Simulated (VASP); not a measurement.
## Sb: single point with PBE

The system is Sb.

```
Sb
1.0
     3.30718    0.00000    0.00000
    -1.65359    2.86410    0.00000
     0.00000    0.00000    6.49736
Sb
2
Direct
  0.00000 0.00000 0.22083
  0.00000 0.00000 0.77917
```

The cell was generated, and may not be a known phase.

```json
{"Program": "VASP 6.6.1", "Task": "single point", "Functional": "PBE", "Potentials or basis": "VASP PAW PBE potentials, release 64 (Sb)", "Cutoff": "520 eV", "k mesh": "6 × 6 × 4", "Occupations": "gaussian, width 0.1 eV", "Spin": "no spin polarisation"}
```

| Property | Result |
| --- | --- |
| Pressure | 0.0 GPa |
| Band gap on the k mesh | zero (bands 5 and 6 overlap by 7.02 eV) |

Stress tensor (GPa, compression positive):
```
-0.10  0.00  0.00
 0.00 -0.10  0.00
 0.00  0.00  0.06
```

Levels at points of the mesh, in eV from the Fermi level:
| k point | band 1 | band 2 | band 3 | band 4 | band 5 | band 6 | band 7 | band 8 | band 9 | band 10 |
| --- | --- | --- | --- | --- | --- | --- | --- | --- | --- | --- |
| (0.00, 0.00, 0.00) | -12.64 | -10.35 | -5.45 | 2.37 | 4.04 | 4.04 | 5.88 | 5.92 | 5.92 | 8.91 |
| (0.50, 0.00, 0.00) | -9.54 | -7.02 | -5.62 | -3.74 | -2.74 | 1.16 | 2.39 | 2.98 | 5.04 | 5.21 |
| (0.00, 0.00, 0.50) | -12.36 | -11.04 | -3.25 | -1.49 | 4.32 | 4.32 | 5.44 | 5.44 | 8.62 | 9.85 |
| (0.50, 0.00, 0.50) | -9.27 | -7.77 | -5.30 | -4.32 | -0.59 | 1.45 | 1.61 | 2.49 | 4.73 | 5.20 |

Wall time 22 s on 1 thread of Intel Xeon 8259CL, on a shared host, peak memory 0.19 GiB.

Caveat: the k points lie up to 0.37 Å⁻¹ apart, too coarse for converged energies and pressures of a metal; spin-orbit coupling is left out, which moves the levels of the heavy elements.
